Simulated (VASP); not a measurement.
# Si2O (Ima2) in VASP: further runs

Si2O is run at these levels: PBE; tasks: single point, relaxation of cell and atoms.

All numbers are computed with VASP 6.6.1; they aren't measurements. Logs are shortened: lines on timing, memory, paths and dates and some standing lists are left out, and cuts for length are marked.

**1. The cell of the first run**

It takes space group Ima2 (No. 46, orthorhombic). Conventional cell: a = 6.543 Å, b = 6.718 Å, c = 3.908 Å, α = 90.00°, β = 90.00°, γ = 90.00°. Si (site symmetry 1) has 4 Si at 2.14 to 2.50 Å and 3 O at 2.40 to 2.74 Å within 2.8 Å. Within 3.3 Å of O (site symmetry m) lie 12 Si at 2.40 to 3.24 Å and 2 O at 3.29 Å.

**2. Single point, PBE**

Input file INCAR:

```
SYSTEM = Si2O
  ALGO = Normal
  EDIFF = 1E-7
  ENCUT = 520
  GGA = PE
  ISIF = 2
  ISMEAR = 0
  LASPH = .True.
  LCHARG = .False.
  LREAL = .False.
  LWAVE = .False.
  NBANDS = 23
  NELM = 80
  PREC = Accurate
  SIGMA = 0.1
```

Input file KPOINTS:

```
k-points
0
Gamma
  6 6 6
  0 0 0
```

Input file POSCAR:

```
Si2O
1.0
   -3.2716576300      3.3590613200      1.9541120500
    3.2716576300     -3.3590613200      1.9541120500
    3.2716576300      3.3590613200     -1.9541120500
Si O
4 2
Direct
    0.8154078200      0.0676450300      0.9209450600
    0.8154078200      0.3944627600      0.2477627900
    0.1466999600      0.8944627600      0.0790549400
    0.1466999600      0.5676450300      0.7522372100
    0.5622307800      0.7878922100      0.2743385700
    0.5135536500      0.2878922100      0.7256614300
```

Potentials or basis: VASP PAW PBE potentials, release 64 (Si, O).

Started as:

```
$ cat potpaw_PBE.64/Si/POTCAR potpaw_PBE.64/O/POTCAR > POTCAR
$ mpirun -np 1 vasp_std > vasp.out
```

OUTCAR:

```text
SYSTEM = Si2O
   EDIFF = 1E-7
   ENCUT = 520
   GGA = PE
   ISIF = 2
   ISMEAR = 0
   LASPH = .True.
   LREAL = .False.
   NELM = 80
   PREC = Accurate

 ion  position               nearest neighbor table
   1  0.815  0.068  0.921-   2 2.14   4 2.26   4 2.26   5 2.40   3 2.50   3 3.11   3 3.11
   2  0.815  0.394  0.248-   1 2.14   3 2.26   3 2.26   5 2.40   4 2.50   4 3.11   4 3.11
   3  0.147  0.894  0.079-   4 2.14   2 2.26   2 2.26   6 2.40   1 2.50   1 3.11   1 3.11
   4  0.147  0.568  0.752-   3 2.14   1 2.26   1 2.26   6 2.40   2 2.50   2 3.11   2 3.11
   5  0.562  0.788  0.274-   1 2.40   2 2.40
   6  0.514  0.288  0.726-   4 2.40   3 2.40

  LATTYP: Found a body centered orthorhombic cell.
 ALAT       =     3.9082241000
 B/A-ratio  =     1.6742425952
 C/A-ratio  =     1.7189706803

  Lattice vectors:

 A1 = (   3.2716576300,  -3.3590613200,   1.9541120500)
 A2 = (  -3.2716576300,  -3.3590613200,  -1.9541120500)
 A3 = (   3.2716576300,   3.3590613200,  -1.9541120500)

Analysis of symmetry for initial positions (statically):
=====================================================================
 Subroutine PRICEL returns:
 Original cell was already a primitive cell.

 Routine SETGRP: Setting up the symmetry group for a
 body centered orthorhombic supercell.

 Subroutine GETGRP returns: Found  4 space group operations
 (whereof  2 operations were pure point group operations)
 out of a pool of  8 trial point group operations.

The static configuration has the point symmetry C_2 .
 The point group associated with its full space group is C_2v.

Analysis of symmetry for dynamics (positions and initial velocities):
=====================================================================
 Subroutine PRICEL returns:
 Original cell was already a primitive cell.

 Routine SETGRP: Setting up the symmetry group for a
 body centered orthorhombic supercell.

 Subroutine GETGRP returns: Found  4 space group operations
 (whereof  2 operations were pure point group operations)
 out of a pool of  8 trial point group operations.

The dynamic configuration has the point symmetry C_2 .
 The point group associated with its full space group is C_2v.

 Subroutine INISYM returns: Found  4 space group operations
 (whereof  2 operations are pure point group operations),
 and found     1 'primitive' translations

----------------------------------------------------------------------------------------

                                     Primitive cell

  volume of cell :      85.9004

  direct lattice vectors                    reciprocal lattice vectors
    -3.271657630  3.359061320  1.954112050     0.000000000  0.148851108  0.255870691
     3.271657630 -3.359061320  1.954112050     0.152827727  0.000000000  0.255870691
     3.271657630  3.359061320 -1.954112050     0.152827727  0.148851108  0.000000000

  length of vectors
     5.079920325  5.079920325  5.079920325     0.296017673  0.298037119  0.213337682

  position of ions in fractional coordinates (direct lattice)
     0.815407820  0.067645030  0.920945060
     0.815407820  0.394462760  0.247762790
     0.146699960  0.894462760  0.079054940
     0.146699960  0.567645030  0.752237210
     0.562230780  0.787892210  0.274338570
     0.513553650  0.287892210  0.725661430

  ion indices of the primitive-cell ions
   primitive index   ion index
                 1           1
                 2           2
                 3           3
                 4           4
                 5           5
                 6           6

----------------------------------------------------------------------------------------

 KPOINTS: k-points

Automatic generation of k-mesh.
 Grid dimensions read from file:
 generate k-points for:    6    6    6

 Generating k-lattice:

  Cartesian coordinates                     Fractional coordinates (reciprocal lattice)
     0.000000000  0.024808518  0.042645115     0.166666667  0.000000000  0.000000000
     0.025471288  0.000000000  0.042645115     0.000000000  0.166666667  0.000000000
     0.025471288  0.024808518  0.000000000     0.000000000  0.000000000  0.166666667

  Length of vectors
     0.049336279  0.049672853  0.035556280

  Shift w.r.t. Gamma in fractional coordinates (k-lattice)
     0.000000000  0.000000000  0.000000000

 Subroutine IBZKPT returns following result:
 ===========================================

 Found     46 irreducible k-points:

 Following reciprocal coordinates:
            Coordinates               Weight
  0.000000  0.000000  0.000000      1.000000
  0.166667  0.000000 -0.000000      4.000000
  0.333333  0.000000 -0.000000      4.000000
  0.500000  0.000000  0.000000      2.000000
  0.000000  0.166667  0.000000      4.000000
  0.166667  0.166667  0.000000      8.000000
[... 16 lines left out ...]
 -0.166667  0.166667  0.166667      2.000000
  0.166667  0.333333  0.166667      4.000000
 [... further k-points ...]
   k-points           NKPTS =     46   k-points in BZ     NKDIM =     46   number of bands    NBANDS=     23
   number of dos      NEDOS =    301   number of ions     NIONS =      6
   total plane-waves  NPLWV =  64000
   dimension x,y,z NGX =    40 NGY =   40 NGZ =   40
   dimension x,y,z NGXF=    80 NGYF=   80 NGZF=   80
   ions per type =               4   2
   NGX,Y,Z   is equivalent  to a cutoff of  13.09, 13.09, 13.09 a.u.
   NGXF,Y,Z  is equivalent  to a cutoff of  26.18, 26.18, 26.18 a.u.
 SYSTEM =  Si2O
   PREC   = accura    normal or accurate (medium, high low for compatibility)
   ISTART =      0    job   : 0-new  1-cont  2-samecut
   ICHARG =      2    charge: 1-file 2-atom 10-const
   ISPIN  =      1    spin polarized calculation?
   LNONCOLLINEAR =      F non collinear calculations
   LSORBIT =      F    spin-orbit coupling
   LASPH  =      T    aspherical Exc in radial PAW
   ENCUT  =  520.0 eV  38.22 Ry    6.18 a.u.   9.45  9.45  9.45*2*pi/ulx,y,z
   NELM   =     80;   NELMIN=  2; NELMDL= -5     # of ELM steps
   EDIFF  = 0.1E-06   stopping-criterion for ELM
   LREAL  =      F    real-space projection
   EDIFFG = 0.1E-05   stopping-criterion for IOM
   NSW    =      0    number of steps for IOM
   IBRION =     -1    ionic relax: 0-MD 1-quasi-New 2-CG
   NFREE  =      0    steps in history (QN), initial steepest desc. (CG)
   ISIF   =      2    stress and relaxation
   ISYM   =      2    0-nonsym 1-usesym 2-fastsym
   POTIM  = 0.5000    time-step for ionic-motion
   TEBEG  =    0.0;   TEEND  =   0.0 temperature during run
   PSTRESS=    0.0 pullay stress
   NELECT =      28.0000    total number of electrons
   NUPDOWN=      -1.0000    fix difference up-down
   EMIN   =  10.00;   EMAX   =-10.00  energy-range for DOS
   EFERMI =   0.00;   METHOD = LEGACY
   ISMEAR =     0;   SIGMA  =   0.10  broadening in eV -4-tet -1-fermi 0-gaus
   EFERMI_NEDOS =   21; number of points for ismear=-14 and -15
   IALGO  =     38    algorithm
   IMIX   =      4    mixing-type and parameters
     AMIX     =   0.40;   BMIX     =  1.00
     AMIX_MAG =   1.60;   BMIX_MAG =  1.00
  volume/ion in A,a.u.               =      14.32        96.61
  Fermi-wavevector in a.u.,A,eV,Ry     =   1.126667  2.129093 17.270958  1.269380
  Thomas-Fermi vector in A             =   2.263350
   LORBIT       =      0    0 simple, 1 ext, 2 COOP (PROOUT), +10 PAW based schemes
   GGA     = PE    functional components
   LHFCALC =     F    Hartree Fock is set to
   AEXX    =    0.0000 exact exchange contribution
   IVDW    =     0    specifies the selected vdW correction
   LEPSILON=     F    determine dielectric tensor
   LRPA    =     F    only Hartree local field effects (RPA)
 non-spin polarized calculation
 Gauss-broadening in eV      SIGMA  =   0.10
  energy-cutoff  :      520.00
  volume of cell :       85.90
 maximum number of plane-waves:      2336
 NGX is ok and might be reduce to    40
   NGX = 19   NGY = 19   NGZ = 19

 number of electron      28.0000007 magnetization

 Free energy of the ion-electron system (eV)
  ---------------------------------------------------
  ext. energy  EPLUGINS =         0.00000000
  ---------------------------------------------------
  free energy    TOTEN  =       -27.88269112 eV

  energy without entropy =      -27.85998821  energy(sigma->0) =      -27.87133966

 E-fermi :   5.5795     XC(G=0): -10.2892

 val. band max:        5.5732359452   @ k =  -0.3333  -0.3333   0.1667
 cond. band min:       5.5797783202   @ k =  -0.3333   0.1667   0.0000
 fundamental gap:      0.0065423750
 Fermi energy:         5.5795267606

 k-point     1 :       0.0000    0.0000    0.0000
  band No.  band energies     occupation
      1     -11.6170      2.00000
      2     -10.8999      2.00000
      3      -5.5546      2.00000
      4      -1.4075      2.00000
      5      -0.1812      2.00000
      6       0.8006      2.00000
[... 15 lines left out ...]
     22      13.4558      0.00000
     23      13.5976      0.00000

 k-point     2 :       0.1667    0.0000   -0.0000
  band No.  band energies     occupation
      1     -11.5168      2.00000
      2     -10.9012      2.00000
      3      -5.4854      2.00000
      4      -1.6008      2.00000
      5      -0.8226      2.00000
      6       0.5317      2.00000
[... 15 lines left out ...]
     22      12.6337      0.00000
     23      13.8143      0.00000

 k-point     3 :       0.3333    0.0000   -0.0000
  band No.  band energies     occupation
      1     -11.3008      2.00000
      2     -10.9056      2.00000
      3      -5.2227      2.00000
      4      -2.7010      2.00000
      5      -1.5518      2.00000
      6       0.4856      2.00000
[... 15 lines left out ...]
     22      13.4248      0.00000
     23      13.4310      0.00000
[... 495 lines left out ...]
 k-point    23 :      -0.1667    0.1667    0.1667
  band No.  band energies     occupation
      1     -11.5115      2.00000
      2     -10.9682      2.00000
      3      -5.6018      2.00000
      4      -2.1903      2.00000
      5      -0.5706      2.00000
      6       1.2009      2.00000
[... 15 lines left out ...]
     22      13.0518      0.00000
     23      13.1259      0.00000

 k-point    24 :       0.1667    0.3333    0.1667
  band No.  band energies     occupation
      1     -11.0506      2.00000
      2     -11.0506      2.00000
      3      -4.3712      2.00000
      4      -4.3712      2.00000
      5      -0.7321      2.00000
      6      -0.7321      2.00000
[... 15 lines left out ...]
     22      12.8365      0.00000
     23      14.0407      0.00000

 [... further k-points ...]

------------------------ aborting loop because EDIFF is reached ----------------------------------------

  FORCE on cell =-STRESS in cart. coord.  units (eV):
  Direction    XX          YY          ZZ          XY          YZ          ZX
  --------------------------------------------------------------------------------------
  -------------------------------------------------------------------------------------
  Total       12.2508572     -1.0744253      2.3085288      0.0000000      0.0000000      0.0000000
  in kB      228.4976956    -20.0397156     43.0576820      0.0000000      0.0000000      0.0000000
  external PRESSURE =      83.8385540 kB  Pullay stress =       0.0000000 kB

 VOLUME and BASIS-vectors are now :
 -----------------------------------------------------------------------------
  energy-cutoff  :      520.00
  volume of cell :       85.90
      direct lattice vectors                 reciprocal lattice vectors
    -3.271657630  3.359061320  1.954112050     0.000000000  0.148851108  0.255870691
     3.271657630 -3.359061320  1.954112050     0.152827727  0.000000000  0.255870691
     3.271657630  3.359061320 -1.954112050     0.152827727  0.148851108  0.000000000

 POSITION                                       TOTAL-FORCE (eV/Angst)
 -----------------------------------------------------------------------------------
      0.56659      5.60529     -0.07405        -3.319124      2.044316     -0.432735
     -0.56659      2.24623      1.88007         3.319124      2.044316     -0.432735
      2.70506     -2.24623      1.88007         3.319124     -2.044316     -0.432735
      3.83825      1.11283     -0.07405        -3.319124     -2.044316     -0.432735
      1.63583      0.16351      2.10220        -0.000000     -0.548017      0.865471
      1.63583      3.19555      0.14809         0.000000      0.548017      0.865471
 -----------------------------------------------------------------------------------
    total drift:                                0.000033     -0.000034     -0.000061

  FREE ENERGIE OF THE ION-ELECTRON SYSTEM (eV)
  ---------------------------------------------------
  free  energy   TOTEN  =       -27.8826911155 eV

  energy  without entropy=      -27.8599882065  energy(sigma->0) =      -27.87133966
```

Wall time 41 s (1 thread of Intel Xeon 6975P-C (Granite Rapids), shared host); peak memory 0.25 GiB.

Results:

```yaml
Free_energy: -27.8827 eV
Pressure: 8.4 GPa
Largest_force: 3.922 eV/Å
Band_gap_on_the_k_mesh: zero (bands 14 and 15 overlap by 1.30 eV)
```

Forces in eV/Å, atoms in the order of the input:
```
Si  -3.319  2.044 -0.433
Si   3.319  2.044 -0.433
Si   3.319 -2.044 -0.433
Si  -3.319 -2.044 -0.433
O    0.000 -0.548  0.865
O    0.000  0.548  0.865
```

Levels at points of the mesh, in eV from the Fermi level:
| k point | band 11 | band 12 | band 13 | band 14 | band 15 | band 16 | band 17 | band 18 |
| --- | --- | --- | --- | --- | --- | --- | --- | --- |
| (0.00, 0.00, 0.00) | -1.81 | -1.58 | -1.00 | -0.73 | -0.57 | -0.02 | 2.98 | 4.87 |
| (0.50, 0.00, 0.00) | -1.64 | -1.50 | -0.62 | -0.48 | 0.38 | 1.21 | 3.47 | 5.29 |
| (0.00, 0.50, 0.00) | -1.37 | -1.37 | -0.87 | -0.87 | 0.87 | 0.87 | 4.45 | 4.45 |
| (0.50, 0.50, 0.00) | -1.38 | -0.99 | -0.62 | -0.44 | 0.10 | 0.36 | 2.56 | 3.99 |
| (0.50, 0.50, 0.50) | -0.95 | -0.51 | -0.33 | -0.03 | 0.08 | 0.61 | 3.64 | 3.68 |

Caveat: the stress differs along the axes, from -2 to 23 GPa; forces of over 1 eV/Å act on the atoms, so gaps and moduli don't describe the material at rest.

**3. Relaxation of cell and atoms, PBE**

Input file INCAR:

```
  PREC = Accurate
  ENCUT = 600
  EDIFF = 1E-6
  ISMEAR = 0
  SIGMA = 0.1
  LREAL = F
  LASPH = T
  NELM = 100
  ALGO = Normal
  ISIF = 3
  LWAVE = F
  LCHARG = F
  GGA = PE
  IBRION = 2
  NSW = 90
  EDIFFG = -0.04
```

Input file KPOINTS:

```
regular mesh
0
Gamma
  6 6 6
```

POSCAR is that of step 2.

Potentials or basis: VASP PAW PBE potentials, release 64 (Si, O).

Started as:

```
$ cat potpaw_PBE.64/Si/POTCAR potpaw_PBE.64/O/POTCAR > POTCAR
$ mpirun -np 1 vasp_std > vasp.out
```

Run time: 18 min. Hardware: 1 thread of Intel Xeon 6975P-C (Granite Rapids), shared host; peak memory 0.31 GiB.

The run converged. Its results:

```yaml
Free_energy: -35.6273 eV
Relaxed_volume: 16.95 Å³/atom
Relaxed_cell: a = 6.234 Å, b = 6.234 Å, c = 6.234 Å, α = 89.72°, β = 95.89°, γ = 154.48°
Space_group_after_relaxing_to_0.1_Å: Imma (No. 74)
Energy_gained_by_relaxing: 1290.4 meV/atom
Ionic_steps: 36
Pressure_after_relaxing: 0.0 GPa
Largest_force_after_relaxing: 0.033 eV/Å
Band_gap_on_the_k_mesh: zero (bands 14 and 15 overlap by 2.02 eV)
```

Forces on the atoms (eV/Å):
```
Si   0.023  0.014  0.015
Si  -0.023  0.014  0.015
Si  -0.023 -0.014  0.015
Si   0.023 -0.014  0.015
O    0.000  0.011 -0.031
O    0.000 -0.011 -0.031
```

Stress tensor (GPa, compression positive):
```
-0.05  0.00  0.00
 0.00 -0.10  0.00
 0.00  0.00  0.06
```

Step by step:
```tsv
step	energy change (eV)	largest force (eV/Å)	pressure (GPa)	volume (Å³)
1	0.0000	3.9216	8.34	85.90
2	-1.1141	1.5233	-5.36	95.24
3	-1.2927	1.2801	-4.01	92.20
4	-1.9747	1.8699	0.05	88.63
5	-2.8717	2.8414	21.41	77.31
6	-2.9744	2.2513	14.56	80.19
7	-3.1443	2.3067	14.60	80.07
8	-3.5551	2.4501	15.12	79.65
9	-3.9466	2.9782	16.76	78.46
10	-4.0447	3.8388	31.94	74.74
11	-4.5330	3.0779	29.00	76.20
12	-4.9351	1.5662	23.95	79.61
13	-5.3974	1.3010	17.90	81.90
14	-6.2407	1.9839	4.05	88.98
15	-6.2916	2.7272	-10.45	104.08
16	-6.4899	2.4513	-5.23	97.09
17	-6.9327	1.9702	-4.09	98.39
18	-7.4268	0.6142	0.16	101.22
19	-7.4336	0.4552	0.83	101.55
20	-7.5179	0.4881	-0.20	102.39
21	-7.6084	0.6820	-2.46	104.40
22	-7.6762	0.2767	-0.51	103.37
23	-7.6855	0.3300	0.60	102.81
24	-7.7126	0.2224	-0.20	102.73
25	-7.7155	0.1843	-0.57	102.68
26	-7.7226	0.2009	0.07	102.14
27	-7.7236	0.2283	0.44	101.85
28	-7.7298	0.1359	0.05	101.81
29	-7.7309	0.0782	-0.23	101.78
30	-7.7366	0.0753	0.10	101.54
31	-7.7382	0.1111	0.41	101.33
32	-7.7410	0.0516	-0.14	101.61
33	-7.7410	0.0588	-0.18	101.63
34	-7.7422	0.0482	0.11	101.59
35	-7.7423	0.0429	0.07	101.60
36	-7.7425	0.0330	-0.03	101.67
```

Final structure:
```yaml
crystal:
  lattice:
    - [-4.41932, 4.17617, 1.37721]
    - [4.41932, -4.17617, 1.37721]
    - [4.41932, 4.17617, -1.37721]
  atoms:
    - { symbol: Si, position: [0.70942, 0.90504, 0.95133] }
    - { symbol: Si, position: [0.70942, 0.25808, 0.30438] }
    - { symbol: Si, position: [0.95370, 0.75808, 0.04867] }
    - { symbol: Si, position: [0.95370, 0.40504, 0.69562] }
    - { symbol: O, position: [0.78663, 0.08688, 0.19974] }
    - { symbol: O, position: [0.88714, 0.58688, 0.80026] }
```

Levels at points of the mesh, in eV from the Fermi level:
```csv
k point,band 10,band 11,band 12,band 13,band 14,band 15,band 16,band 17,band 18
"(0.00, 0.00, 0.00)",-3.58,-3.50,-2.73,-2.27,0.94,1.36,2.23,3.72,4.80
"(0.50, 0.00, 0.00)",-5.41,-4.75,-3.50,-2.84,-2.13,-1.06,-0.29,2.53,2.86
"(0.00, 0.50, 0.00)",-5.20,-4.57,-4.57,-2.78,-2.78,0.40,0.40,1.70,1.70
"(0.50, 0.50, 0.00)",-3.92,-3.60,-3.49,-0.52,-0.03,1.37,1.76,4.34,5.09
"(0.50, 0.50, 0.50)",-4.34,-3.62,-3.48,-1.76,-1.14,2.44,3.13,4.06,4.34
```

Caveat: the volume moved by over 15 % at a fixed basis, so the end points are rough.

(Continued in part 2 of 2.)

The gap in the log of VASP goes by the Fermi energy; the results here count the filled bands.